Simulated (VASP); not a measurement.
# MgO (Fm-3m) in VASP: a series of runs

MgO is run at these levels: r2SCAN, PBE; tasks: single point.

Everything below comes from runs of VASP 6.6.1. Logs are shortened: lines on timing, memory, paths and dates and some standing lists are left out, and cuts for length are marked.

**1. The cell of the first run**

Symmetry: Fm-3m, No. 225, cubic system. The conventional cell has a = 4.119 Å, b = 4.119 Å, c = 4.119 Å, α = 90.00°, β = 90.00°, γ = 90.00°. Within 2.7 Å of Mg (site symmetry m-3m) lie 6 O at 2.06 Å. O (site symmetry m-3m) has 6 Mg at 2.06 Å within 2.7 Å.

**2. Single point, r2SCAN (8.73 Å³/atom)**

Contents of POSCAR:

```
MgO
1.0
    0.0000000000      2.0592539992      2.0592539992
    2.0592539992      0.0000000000      2.0592539992
    2.0592539992      2.0592539992      0.0000000000
Mg O
1 1
Direct
    0.0000000000      0.0000000000      0.0000000000
    0.5000000000      0.5000000000      0.5000000000
```

Contents of INCAR.step1:

```
SYSTEM = MgO
PREC = Accurate
ENCUT = 920
ISMEAR = 0
SIGMA = 0.01
LREAL = .FALSE.
LASPH = .TRUE.
NELM = 120
NBANDS = 15
GGA = PE
ALGO = Normal
EDIFF = 1E-5
LWAVE = .TRUE.
LCHARG = .FALSE.
GGA_COMPAT = .FALSE.
```

Contents of INCAR.step2:

```
SYSTEM = MgO
PREC = Accurate
ENCUT = 920
EDIFF = 1E-6
ISMEAR = 0
SIGMA = 0.01
LREAL = .FALSE.
LASPH = .TRUE.
NELM = 120
ALGO = Normal
ISIF = 2
LWAVE = .FALSE.
LCHARG = .FALSE.
METAGGA = R2SCAN
LMIXTAU = .TRUE.
NBANDS = 15
ISTART = 1
GGA_COMPAT = .FALSE.
```

Contents of KPOINTS:

```
Automatic mesh
0
G
  8 8 8
  0 0 0
```

Potentials or basis: VASP PAW PBE potentials, release 64 (Mg_sv, O).

Started as:

```
$ cat potpaw_PBE.64/Mg_sv/POTCAR potpaw_PBE.64/O/POTCAR > POTCAR
$ cp INCAR.step1 INCAR
$ mpirun -np 1 vasp_std > vasp.out
$ cp INCAR.step2 INCAR
$ mpirun -np 1 vasp_std > vasp.out
```

OUTCAR:

```text
SYSTEM = MgO
   PREC = Accurate
   ENCUT = 920
   EDIFF = 1E-6
   ISMEAR = 0
   LREAL = .FALSE.
   LASPH = .TRUE.
   NELM = 120
   ISIF = 2
   METAGGA = R2SCAN
   ISTART = 1

 ion  position               nearest neighbor table
   1  0.000  0.000  0.000-   2 2.06   2 2.06   2 2.06   2 2.06   2 2.06   2 2.06
   2  0.500  0.500  0.500-   1 2.06   1 2.06   1 2.06   1 2.06   1 2.06   1 2.06

  LATTYP: Found a face centered cubic cell.
 ALAT       =     4.1185079984

  Lattice vectors:

 A1 = (   0.0000000000,   2.0592539992,   2.0592539992)
 A2 = (   2.0592539992,   0.0000000000,   2.0592539992)
 A3 = (   2.0592539992,   2.0592539992,   0.0000000000)

Analysis of symmetry for initial positions (statically):
=====================================================================
 Subroutine PRICEL returns:
 Original cell was already a primitive cell.

 Routine SETGRP: Setting up the symmetry group for a
 face centered cubic supercell.

 Subroutine GETGRP returns: Found 48 space group operations
 (whereof 48 operations were pure point group operations)
 out of a pool of 48 trial point group operations.

The static configuration has the point symmetry O_h .

Analysis of symmetry for dynamics (positions and initial velocities):
=====================================================================
 Subroutine PRICEL returns:
 Original cell was already a primitive cell.

 Routine SETGRP: Setting up the symmetry group for a
 face centered cubic supercell.

 Subroutine GETGRP returns: Found 48 space group operations
 (whereof 48 operations were pure point group operations)
 out of a pool of 48 trial point group operations.

The dynamic configuration has the point symmetry O_h .

 Subroutine INISYM returns: Found 48 space group operations
 (whereof 48 operations are pure point group operations),
 and found     1 'primitive' translations

----------------------------------------------------------------------------------------

                                     Primitive cell

  volume of cell :      17.4646

  direct lattice vectors                    reciprocal lattice vectors
     0.000000000  2.059253999  2.059253999    -0.242806376  0.242806376  0.242806376
     2.059253999  0.000000000  2.059253999     0.242806376 -0.242806376  0.242806376
     2.059253999  2.059253999  0.000000000     0.242806376  0.242806376 -0.242806376

  length of vectors
     2.912224934  2.912224934  2.912224934     0.420552979  0.420552979  0.420552979

  position of ions in fractional coordinates (direct lattice)
     0.000000000  0.000000000  0.000000000
     0.500000000  0.500000000  0.500000000

  ion indices of the primitive-cell ions
   primitive index   ion index
                 1           1
                 2           2

----------------------------------------------------------------------------------------

 KPOINTS: Automatic mesh

Automatic generation of k-mesh.
 Grid dimensions read from file:
 generate k-points for:    8    8    8

 Generating k-lattice:

  Cartesian coordinates                     Fractional coordinates (reciprocal lattice)
    -0.030350797  0.030350797  0.030350797     0.125000000  0.000000000  0.000000000
     0.030350797 -0.030350797  0.030350797     0.000000000  0.125000000  0.000000000
     0.030350797  0.030350797 -0.030350797     0.000000000  0.000000000  0.125000000

  Length of vectors
     0.052569122  0.052569122  0.052569122

  Shift w.r.t. Gamma in fractional coordinates (k-lattice)
     0.000000000  0.000000000  0.000000000

 Subroutine IBZKPT returns following result:
 ===========================================

 Found     29 irreducible k-points:

 Following reciprocal coordinates:
            Coordinates               Weight
  0.000000  0.000000  0.000000      1.000000
  0.125000  0.000000  0.000000      8.000000
  0.250000  0.000000  0.000000      8.000000
  0.375000  0.000000  0.000000      8.000000
  0.500000  0.000000  0.000000      4.000000
  0.125000  0.125000  0.000000      6.000000
[... 16 lines left out ...]
  0.500000  0.250000  0.125000     48.000000
 -0.375000  0.250000  0.125000     24.000000
 [... further k-points ...]
   k-points           NKPTS =     29   k-points in BZ     NKDIM =     29   number of bands    NBANDS=     15
   number of dos      NEDOS =    301   number of ions     NIONS =      2
   total plane-waves  NPLWV =  27000
   dimension x,y,z NGX =    30 NGY =   30 NGZ =   30
   dimension x,y,z NGXF=    60 NGYF=   60 NGZF=   60
   ions per type =               1   1
   NGX,Y,Z   is equivalent  to a cutoff of  17.13, 17.13, 17.13 a.u.
   NGXF,Y,Z  is equivalent  to a cutoff of  34.25, 34.25, 34.25 a.u.
 SYSTEM =  MgO
   PREC   = accura    normal or accurate (medium, high low for compatibility)
   ISTART =      1    job   : 0-new  1-cont  2-samecut
   ICHARG =      0    charge: 1-file 2-atom 10-const
   ISPIN  =      1    spin polarized calculation?
   LNONCOLLINEAR =      F non collinear calculations
   LSORBIT =      F    spin-orbit coupling
   LASPH  =      T    aspherical Exc in radial PAW
   ENCUT  =  920.0 eV  67.62 Ry    8.22 a.u.   7.20  7.20  7.20*2*pi/ulx,y,z
   NELM   =    120;   NELMIN=  2; NELMDL=  0     # of ELM steps
   EDIFF  = 0.1E-05   stopping-criterion for ELM
   LREAL  =      F    real-space projection
   EDIFFG = 0.1E-04   stopping-criterion for IOM
   NSW    =      0    number of steps for IOM
   IBRION =     -1    ionic relax: 0-MD 1-quasi-New 2-CG
   NFREE  =      0    steps in history (QN), initial steepest desc. (CG)
   ISIF   =      2    stress and relaxation
   ISYM   =      2    0-nonsym 1-usesym 2-fastsym
   POTIM  = 0.5000    time-step for ionic-motion
   TEBEG  =    0.0;   TEEND  =   0.0 temperature during run
   PSTRESS=    0.0 pullay stress
   NELECT =      16.0000    total number of electrons
   NUPDOWN=      -1.0000    fix difference up-down
   EMIN   =  10.00;   EMAX   =-10.00  energy-range for DOS
   EFERMI =   0.00;   METHOD = LEGACY
   ISMEAR =     0;   SIGMA  =   0.01  broadening in eV -4-tet -1-fermi 0-gaus
   EFERMI_NEDOS =   21; number of points for ismear=-14 and -15
   IALGO  =     38    algorithm
   IMIX   =      4    mixing-type and parameters
     AMIX     =   0.40;   BMIX     =  1.00
     AMIX_MAG =   1.60;   BMIX_MAG =  1.00
  volume/ion in A,a.u.               =       8.73        58.93
  Fermi-wavevector in a.u.,A,eV,Ry     =   1.589992  3.004649 34.396538  2.528074
  Thomas-Fermi vector in A             =   2.688756
   LORBIT       =      0    0 simple, 1 ext, 2 COOP (PROOUT), +10 PAW based schemes
   METAGGA = R2SCAN    functional components
   LHFCALC =     F    Hartree Fock is set to
   AEXX    =    0.0000 exact exchange contribution
   IVDW    =     0    specifies the selected vdW correction
   LEPSILON=     F    determine dielectric tensor
   LRPA    =     F    only Hartree local field effects (RPA)
 non-spin polarized calculation
 Gauss-broadening in eV      SIGMA  =   0.01
  energy-cutoff  :      920.00
  volume of cell :       17.46
 maximum number of plane-waves:      1124
 NGX is ok and might be reduce to    30
   NGX = 15   NGY = 15   NGZ = 15

 number of electron      16.0000007 magnetization

 Free energy of the ion-electron system (eV)
  ---------------------------------------------------
  ext. energy  EPLUGINS =         0.00000000
  ---------------------------------------------------
  free energy    TOTEN  =       -16.11003158 eV

  energy without entropy =      -16.11003158  energy(sigma->0) =      -16.11003158

 E-fermi :   3.1157     XC(G=0): -12.4208

 val. band max:        2.9950538266   @ k =   0.0000   0.0000   0.0000
 cond. band min:       9.3474649903   @ k =   0.0000   0.0000   0.0000
 fundamental gap:      6.3524111637
 Fermi energy:         3.1157286656

 k-point     1 :       0.0000    0.0000    0.0000
  band No.  band energies     occupation
      1     -71.7311      2.00000
      2     -36.8111      2.00000
      3     -36.8111      2.00000
      4     -36.8111      2.00000
      5     -15.5478      2.00000
      6       2.9951      2.00000
      7       2.9951      2.00000
      8       2.9951      2.00000
      9       9.3475      0.00000
     10      20.2549      0.00000
     11      20.2549      0.00000
     12      20.2549      0.00000
     13      24.5637      0.00000
     14      26.4602      0.00000
     15      26.4602      0.00000

 k-point     2 :       0.1250    0.0000    0.0000
  band No.  band energies     occupation
      1     -71.7296      2.00000
      2     -36.8278      2.00000
      3     -36.8126      2.00000
      4     -36.8126      2.00000
      5     -15.3616      2.00000
      6       2.0407      2.00000
      7       2.8758      2.00000
      8       2.8758      2.00000
      9      10.2431      0.00000
     10      18.5557      0.00000
     11      20.6764      0.00000
     12      20.6764      0.00000
     13      25.6360      0.00000
     14      25.6360      0.00000
     15      27.0369      0.00000

 k-point     3 :       0.2500    0.0000    0.0000
  band No.  band energies     occupation
      1     -71.7256      2.00000
      2     -36.8680      2.00000
      3     -36.8162      2.00000
      4     -36.8162      2.00000
      5     -14.8785      2.00000
      6       0.2289      2.00000
      7       2.6011      2.00000
      8       2.6011      2.00000
      9      11.6825      0.00000
     10      17.1085      0.00000
     11      21.3684      0.00000
     12      21.3684      0.00000
     13      25.2592      0.00000
     14      25.2592      0.00000
     15      27.7843      0.00000
[... 343 lines left out ...]
 k-point    23 :       0.5000    0.2500    0.1250
  band No.  band energies     occupation
      1     -71.7194      2.00000
      2     -36.8960      2.00000
      3     -36.8458      2.00000
      4     -36.8273      2.00000
      5     -14.1281      2.00000
      6      -0.9320      2.00000
      7       1.1314      2.00000
      8       2.0246      2.00000
      9      14.0883      0.00000
     10      16.2296      0.00000
     11      18.9626      0.00000
     12      22.3161      0.00000
     13      24.7647      0.00000
     14      27.7865      0.00000
     15      31.8781      0.00000

 k-point    24 :      -0.3750    0.2500    0.1250
  band No.  band energies     occupation
      1     -71.7181      2.00000
      2     -36.9050      2.00000
      3     -36.8483      2.00000
      4     -36.8306      2.00000
      5     -13.9425      2.00000
      6      -1.2593      2.00000
      7       0.9085      2.00000
      8       1.8956      2.00000
      9      14.1556      0.00000
     10      17.0039      0.00000
     11      18.5236      0.00000
     12      22.0615      0.00000
     13      25.6638      0.00000
     14      27.5191      0.00000
     15      31.9823      0.00000

 [... further k-points ...]

------------------------ aborting loop because EDIFF is reached ----------------------------------------

  FORCE on cell =-STRESS in cart. coord.  units (eV):
  Direction    XX          YY          ZZ          XY          YZ          ZX
  --------------------------------------------------------------------------------------
  -------------------------------------------------------------------------------------
  Total        1.3429170      1.3429170      1.3429170      0.0000000      0.0000000     -0.0000000
  in kB      123.1969643    123.1969643    123.1969643      0.0000000      0.0000000     -0.0000000
  external PRESSURE =     123.1969643 kB  Pullay stress =       0.0000000 kB

 VOLUME and BASIS-vectors are now :
 -----------------------------------------------------------------------------
  energy-cutoff  :      920.00
  volume of cell :       17.46
      direct lattice vectors                 reciprocal lattice vectors
     0.000000000  2.059253999  2.059253999    -0.242806376  0.242806376  0.242806376
     2.059253999  0.000000000  2.059253999     0.242806376 -0.242806376  0.242806376
     2.059253999  2.059253999  0.000000000     0.242806376  0.242806376 -0.242806376

 POSITION                                       TOTAL-FORCE (eV/Angst)
 -----------------------------------------------------------------------------------
      0.00000      0.00000      0.00000         0.000000     -0.000000     -0.000000
      2.05925      2.05925      2.05925        -0.000000      0.000000      0.000000
 -----------------------------------------------------------------------------------
    total drift:                                0.000000      0.000000      0.000000

  FREE ENERGIE OF THE ION-ELECTRON SYSTEM (eV)
  ---------------------------------------------------
  free  energy   TOTEN  =       -16.1100315756 eV

  energy  without entropy=      -16.1100315756  energy(sigma->0) =      -16.11003158
```

Wall time 36 s (1 thread of Intel Xeon 6975P-C (Granite Rapids), shared host); peak memory 0.17 GiB.

Results:

```
Free energy            : -16.1100 eV
Pressure               : 12.3 GPa
Band gap on the k mesh : 6.35 eV
```

Caveat: the cell stands under pressure; the PAW data sets were made with another functional, which shifts forces and pressure a little.

**3. Single point, PBE (9.04 Å³/atom)**

This run uses another cell than the first one, of 9.04 Å³/atom.

Contents of INCAR:

```
SYSTEM = MgO
PREC = Accurate
ENCUT = 840
EDIFF = 1E-6
ISMEAR = 0
SIGMA = 0.01
LREAL = .False.
LASPH = .True.
NELM = 120
ALGO = Normal
ISIF = 2
LWAVE = .False.
LCHARG = .False.
GGA = PE
NBANDS = 15
GGA_COMPAT = .False.
```

Contents of KPOINTS:

```
Automatic mesh
0
Gamma
  8 8 8
  0 0 0
```

Contents of POSCAR:

```
MgO
1.0
    0.0000000000      2.0832907079      2.0832907079
    2.0832907079      0.0000000000      2.0832907079
    2.0832907079      2.0832907079      0.0000000000
Mg O
1 1
Direct
    0.0000000000      0.0000000000      0.0000000000
    0.5000000000      0.5000000000      0.5000000000
```

Potentials or basis: VASP PAW PBE potentials, release 64 (Mg_sv, O).

Started as:

```
$ cat potpaw_PBE.64/Mg_sv/POTCAR potpaw_PBE.64/O/POTCAR > POTCAR
$ mpirun -np 1 vasp_std > vasp.out
```

OUTCAR:

```text
SYSTEM = MgO
   PREC = Accurate
   ENCUT = 840
   EDIFF = 1E-6
   ISMEAR = 0
   LREAL = .False.
   LASPH = .True.
   NELM = 120
   ISIF = 2
   GGA = PE

 ion  position               nearest neighbor table
   1  0.000  0.000  0.000-   2 2.08   2 2.08   2 2.08   2 2.08   2 2.08   2 2.08
   2  0.500  0.500  0.500-   1 2.08   1 2.08   1 2.08   1 2.08   1 2.08   1 2.08

  LATTYP: Found a face centered cubic cell.
 ALAT       =     4.1665814158

  Lattice vectors:

 A1 = (   0.0000000000,   2.0832907079,   2.0832907079)
 A2 = (   2.0832907079,   0.0000000000,   2.0832907079)
 A3 = (   2.0832907079,   2.0832907079,   0.0000000000)

Analysis of symmetry for initial positions (statically):
=====================================================================
 Subroutine PRICEL returns:
 Original cell was already a primitive cell.

 Routine SETGRP: Setting up the symmetry group for a
 face centered cubic supercell.

 Subroutine GETGRP returns: Found 48 space group operations
 (whereof 48 operations were pure point group operations)
 out of a pool of 48 trial point group operations.

The static configuration has the point symmetry O_h .

Analysis of symmetry for dynamics (positions and initial velocities):
=====================================================================
 Subroutine PRICEL returns:
 Original cell was already a primitive cell.

 Routine SETGRP: Setting up the symmetry group for a
 face centered cubic supercell.

 Subroutine GETGRP returns: Found 48 space group operations
 (whereof 48 operations were pure point group operations)
 out of a pool of 48 trial point group operations.

The dynamic configuration has the point symmetry O_h .

 Subroutine INISYM returns: Found 48 space group operations
 (whereof 48 operations are pure point group operations),
 and found     1 'primitive' translations

----------------------------------------------------------------------------------------

                                     Primitive cell

  volume of cell :      18.0834

  direct lattice vectors                    reciprocal lattice vectors
     0.000000000  2.083290708  2.083290708    -0.240004911  0.240004911  0.240004911
     2.083290708  0.000000000  2.083290708     0.240004911 -0.240004911  0.240004911
[... 123 lines left out ...]
 number of electron      15.9999995 magnetization

 Free energy of the ion-electron system (eV)
  ---------------------------------------------------
  ext. energy  EPLUGINS =         0.00000000
  ---------------------------------------------------
  free energy    TOTEN  =       -11.84424114 eV

  energy without entropy =      -11.84424114  energy(sigma->0) =      -11.84424114

 E-fermi :   3.2374     XC(G=0): -11.5563

 val. band max:        3.1536196016   @ k =   0.0000   0.0000   0.0000
 cond. band min:       8.2159129483   @ k =   0.0000   0.0000   0.0000
 fundamental gap:      5.0622933467
 Fermi energy:         3.2373712389

 k-point     1 :       0.0000    0.0000    0.0000
  band No.  band energies     occupation
      1     -69.0037      2.00000
      2     -35.7243      2.00000
      3     -35.7243      2.00000
      4     -35.7243      2.00000
      5     -14.2637      2.00000
      6       3.1536      2.00000
      7       3.1536      2.00000
      8       3.1536      2.00000
      9       8.2159      0.00000
     10      19.1443      0.00000
     11      19.1443      0.00000
     12      19.1443      0.00000
     13      23.1449      0.00000
     14      24.9629      0.00000
[... 401 lines left out ...]
      2     -35.8076      2.00000
      3     -35.7584      2.00000
      4     -35.7425      2.00000
      5     -12.7196      2.00000
      6      -0.9619      2.00000
      7       1.1559      2.00000
      8       2.1239      2.00000
      9      13.0652      0.00000
     10      15.6714      0.00000
     11      17.0330      0.00000
     12      20.4760      0.00000
     13      24.0793      0.00000
     14      25.6892      0.00000
     15      29.8786      0.00000

 [... further k-points ...]

------------------------ aborting loop because EDIFF is reached ----------------------------------------

  FORCE on cell =-STRESS in cart. coord.  units (eV):
  Direction    XX          YY          ZZ          XY          YZ          ZX
  --------------------------------------------------------------------------------------
  -------------------------------------------------------------------------------------
  Total        1.2053895      1.2053895      1.2053895     -0.0000000     -0.0000000      0.0000000
  in kB      106.7968271    106.7968271    106.7968271     -0.0000000     -0.0000000      0.0000000
  external PRESSURE =     106.7968271 kB  Pullay stress =       0.0000000 kB

 VOLUME and BASIS-vectors are now :
 -----------------------------------------------------------------------------
  energy-cutoff  :      840.00
  volume of cell :       18.08
      direct lattice vectors                 reciprocal lattice vectors
     0.000000000  2.083290708  2.083290708    -0.240004911  0.240004911  0.240004911
     2.083290708  0.000000000  2.083290708     0.240004911 -0.240004911  0.240004911
     2.083290708  2.083290708  0.000000000     0.240004911  0.240004911 -0.240004911

 POSITION                                       TOTAL-FORCE (eV/Angst)
 -----------------------------------------------------------------------------------
      0.00000      0.00000      0.00000         0.000000     -0.000000     -0.000000
      2.08329      2.08329      2.08329        -0.000000      0.000000      0.000000
 -----------------------------------------------------------------------------------
    total drift:                                0.000000      0.000000      0.000000

  FREE ENERGIE OF THE ION-ELECTRON SYSTEM (eV)
  ---------------------------------------------------
  free  energy   TOTEN  =       -11.8442411397 eV

  energy  without entropy=      -11.8442411397  energy(sigma->0) =      -11.84424114
```

Run time: 19 s. Hardware: 1 thread of Intel Xeon Platinum 8488C (Sapphire Rapids), shared host; peak memory 0.15 GiB.

What came out:

| Property | Result |
| --- | --- |
| Free energy | -11.8442 eV |
| Pressure | 10.7 GPa |
| Band gap on the k mesh | 5.06 eV |

Levels at points of the mesh, in eV from the valence-band top:
```tsv
k point	band 6	band 7	band 8	band 9	band 10	band 11
(0.00, 0.00, 0.00)	0.00	0.00	0.00	5.06	15.99	15.99
(0.50, 0.00, 0.00)	-4.75	-0.69	-0.69	8.11	12.99	16.67
(0.50, 0.50, 0.00)	-4.19	-1.39	-1.39	9.16	10.36	13.45
```

Caveat: the cell stands under pressure.
